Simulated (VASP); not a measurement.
A run of VASP 6.6.1 is set up as follows.

INCAR

```
SYSTEM = GaP
PREC = Accurate ; ENCUT = 520
EDIFF = 1E-7 ; ISMEAR = 0
SIGMA = 0.05 ; LREAL = .False.
LASPH = .True. ; NELM = 60
ALGO = Normal ; ISIF = 2
LWAVE = .False. ; LCHARG = .False.
GGA = PE ; NBANDS = 16
```

The input KPOINTS:

```
Automatic mesh
0
Gamma
  10 10 10
  0 0 0
```

File POSCAR:

```
GaP
1.0
    0.0000000000      2.6798731968      2.7525402597
    2.7525402597      0.0000000000      2.7525402597
    2.7525402597      2.6798731968      0.0000000000
Ga P
1 1
Direct
    0.0000000000      0.0000000000      0.0000000000
    0.7500000000      0.7500000000      0.7500000000
```

Potentials or basis: VASP PAW PBE potentials, release 64 (Ga_d, P).

Launch:

```console
$ cat potpaw_PBE.64/Ga_d/POTCAR potpaw_PBE.64/P/POTCAR > POTCAR
$ mpirun -np 1 vasp_std > vasp.out
```

Predict the pressure.

2.2 GPa.

What does it give for the band gap on the k mesh?

1.36 eV, indirect (least direct gap 1.70 eV).

Stress tensor (GPa, compression positive):
```
1.57 0.00 0.00
0.00 3.44 0.00
0.00 0.00 1.57
```

 A k mesh can miss the band edges.
